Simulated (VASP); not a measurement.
# BiAs (Fm-3m) in VASP: vibrations by perturbation theory with PBE

Aim: the vibrations by perturbation theory of BiAs with PBE.

All numbers are computed with VASP 6.6.1; they aren't measurements. Logs are shortened: lines on timing, memory, paths and dates and some standing lists are left out, and cuts for length are marked.

### 1 The cell of the first run

It takes space group Fm-3m (No. 225, cubic). The conventional cell has a = 6.035 Å, b = 6.035 Å, c = 6.035 Å, α = 90.00°, β = 90.00°, γ = 90.00°. Within 4.0 Å of Bi (site symmetry m-3m) lie 6 As at 3.02 Å. As (site symmetry m-3m) has 6 Bi at 3.02 Å within 4.0 Å.

### 2 Vibrations by perturbation theory, PBE

INCAR reads:

```
ALGO     = Normal         # electronic algorithm
EDIFF    = 1E-8           # SCF threshold, eV
ENCUT    = 520            # plane-wave cutoff, eV
GGA      = PE             # functional
IBRION   = 8              # ionic algorithm
ISIF     = 2              # what is computed and relaxed
ISMEAR   = -1             # smearing method
LASPH    = T              # aspherical terms in the spheres
LCHARG   = F              # write CHGCAR
LREAL    = F              # projectors in reciprocal space
LWAVE    = F              # write WAVECAR
NELM     = 100            # most SCF steps
NSW      = 1              # ionic steps
PREC     = Accurate       # precision mode
SIGMA    = 0.15           # smearing width, eV
```

KPOINTS reads:

```
k-points
0
Gamma
  16 16 16
```

POSCAR reads:

```
BiAs
1.0
    0.0000000000      3.0173098992      3.0173098992
    3.0173098992      0.0000000000      3.0173098992
    3.0173098992      3.0173098992      0.0000000000
Bi As
1 1
Direct
    0.5000000000      0.5000000000      0.5000000000
    0.0000000000      0.0000000000      0.0000000000
```

Potentials or basis: VASP PAW PBE potentials, release 64 (Bi_d, As).

Run with:

```bash
$ cat potpaw_PBE.64/Bi_d/POTCAR potpaw_PBE.64/As/POTCAR > POTCAR
$ mpirun -np 1 vasp_std > vasp.out
```

OUTCAR:

```text
EDIFF = 1E-8
   ENCUT = 520
   GGA = PE
   IBRION = 8
   ISIF = 2
   ISMEAR = -1
   LASPH = T
   LREAL = F
   NELM = 100
   NSW = 1
   PREC = Accurate

 ion  position               nearest neighbor table
   1  0.500  0.500  0.500-   2 3.02   2 3.02   2 3.02   2 3.02   2 3.02   2 3.02
   2  0.000  0.000  0.000-   1 3.02   1 3.02   1 3.02   1 3.02   1 3.02   1 3.02

  LATTYP: Found a face centered cubic cell.
 ALAT       =     6.0346197984

  Lattice vectors:

 A1 = (   0.0000000000,   3.0173098992,   3.0173098992)
 A2 = (   3.0173098992,   0.0000000000,   3.0173098992)
 A3 = (   3.0173098992,   3.0173098992,   0.0000000000)

Analysis of symmetry for initial positions (statically):
=====================================================================
 Subroutine PRICEL returns:
 Original cell was already a primitive cell.

 Routine SETGRP: Setting up the symmetry group for a
 face centered cubic supercell.

 Subroutine GETGRP returns: Found 48 space group operations
 (whereof 48 operations were pure point group operations)
 out of a pool of 48 trial point group operations.

The static configuration has the point symmetry O_h .

Analysis of symmetry for dynamics (positions and initial velocities):
=====================================================================
 Subroutine PRICEL returns:
 Original cell was already a primitive cell.

 Routine SETGRP: Setting up the symmetry group for a
 face centered cubic supercell.

 Subroutine GETGRP returns: Found 48 space group operations
 (whereof 48 operations were pure point group operations)
 out of a pool of 48 trial point group operations.

The dynamic configuration has the point symmetry O_h .

 Subroutine INISYM returns: Found 48 space group operations
 (whereof 48 operations are pure point group operations),
 and found     1 'primitive' translations

----------------------------------------------------------------------------------------

[... 567 lines left out ...]

 VOLUME and BASIS-vectors are now :
 -----------------------------------------------------------------------------
  energy-cutoff  :      520.00
  volume of cell :       54.94
      direct lattice vectors                 reciprocal lattice vectors
     0.000000000  3.017309899  3.017309899    -0.165710523  0.165710523  0.165710523
     3.017309899  0.000000000  3.017309899     0.165710523 -0.165710523  0.165710523
     3.017309899  3.017309899  0.000000000     0.165710523  0.165710523 -0.165710523

 POSITION                                       TOTAL-FORCE (eV/Angst)
 -----------------------------------------------------------------------------------
      3.01731      3.01731      3.01731        -0.000000     -0.000000      0.000000
      0.00000      0.00000      0.00000         0.000000      0.000000      0.000000
 -----------------------------------------------------------------------------------
    total drift:                               -0.000000     -0.000000      0.000000

  FREE ENERGIE OF THE ION-ELECTRON SYSTEM (eV)
  ---------------------------------------------------
  free  energy   TOTEN  =        -8.5418522831 eV

  energy  without entropy=       -8.4914615572  energy(sigma->0) =       -8.51665692

[... ionic steps 2 to 3 ...]

--------------------------------------- Ionic step        4  -------------------------------------------

------------------------ aborting loop because EDIFF is reached ----------------------------------------

[... ionic steps 5 to 6 ...]

--------------------------------------- Ionic step        7  -------------------------------------------

 Free energy of the ion-electron system (eV)
  ---------------------------------------------------
  ---------------------------------------------------
  free energy    TOTEN  =        -0.04538291 eV

  energy without entropy =       -0.04538289

------------------------ aborting loop because EDIFF is reached ----------------------------------------

 INTERNAL STRAIN TENSOR  FOR ION    2  DIRECTION 1   (eV/Angst):
 -----------------------------------------------------------------------------
     0.01620  0.00000 -0.00000
     0.00000 -0.00262  0.00000
    -0.00000  0.00000 -0.00262

 INTERNAL STRAIN TENSOR FOR ION    2 for displacements in x,y,z  (eV/Angst):
          X           Y           Z          XY          YZ          ZX
  --------------------------------------------------------------------------------
  x     0.00000     0.00000     0.00000     0.00000     0.00000     0.00000
  y     0.00000     0.00000     0.00000     0.00000     0.00000     0.00000
  z     0.00000     0.00000     0.00000     0.00000     0.00000     0.00000

 SECOND DERIVATIVES (NOT SYMMETRIZED)
 ------------------------------------
               1X          1Y          1Z          2X          2Y          2Z
  1X     2.594402    0.000000    0.000000   -2.594402    0.000000    0.000000
  1Y     0.000000    2.594402    0.000000    0.000000   -2.594402    0.000000
  1Z     0.000000    0.000000    2.594402    0.000000    0.000000   -2.594402
  2X    -2.592648    0.000000    0.000000    2.592648    0.000000    0.000000
  2Y     0.000000   -2.592648    0.000000    0.000000    2.592648    0.000000
  2Z     0.000000    0.000000   -2.592648    0.000000    0.000000    2.592648

 Eigenvectors and eigenvalues of the dynamical matrix
 ----------------------------------------------------

   1 f  =    0.000505 THz     0.003176 2PiTHz    0.016861 cm-1     0.002091 meV
             X         Y         Z           dx          dy          dz
      3.017310  3.017310  3.017310     0.000000   -0.857886    0.000000
      0.000000  0.000000  0.000000     0.000000   -0.513841    0.000000
[... 21 lines left out ...]
   6 f/i=    3.389912 THz    21.299446 2PiTHz  113.075296 cm-1    14.019544 meV
             X         Y         Z           dx          dy          dz
      3.017310  3.017310  3.017310    -0.513841    0.000000    0.000000
      0.000000  0.000000  0.000000     0.857886    0.000000    0.000000

--------------------------------------------------------------------------------------------------------

 ELASTIC MODULI CONTR FROM IONIC RELAXATION (kBar)
 Direction    XX          YY          ZZ          XY          YZ          ZX
 --------------------------------------------------------------------------------
 XX           0.0000      0.0000      0.0000      0.0000      0.0000      0.0000
 YY           0.0000      0.0000      0.0000      0.0000      0.0000      0.0000
 ZZ           0.0000      0.0000      0.0000      0.0000      0.0000      0.0000
 XY           0.0000      0.0000      0.0000      0.0000      0.0000      0.0000
 YZ           0.0000      0.0000      0.0000      0.0000      0.0000      0.0000
 ZX           0.0000      0.0000      0.0000      0.0000      0.0000      0.0000
 --------------------------------------------------------------------------------
```

It took 16 min on 1 thread of Oxide Virtual Turin-like, shared host; peak memory 0.65 GiB.

Results:

```
Highest phonon frequency at Γ, LO-TO splitting left out : 0 cm⁻¹
Most unstable mode                                      : 113i cm⁻¹
```

Phonon frequencies in cm⁻¹ (negative: imaginary):
| q point | frequencies |
| --- | --- |
| (0.000, 0.000, 0.000) | -113 -113 -113 0 0 0 |

Caveat: some modes are imaginary; spin-orbit coupling is left out, which moves the levels of the heavy elements.
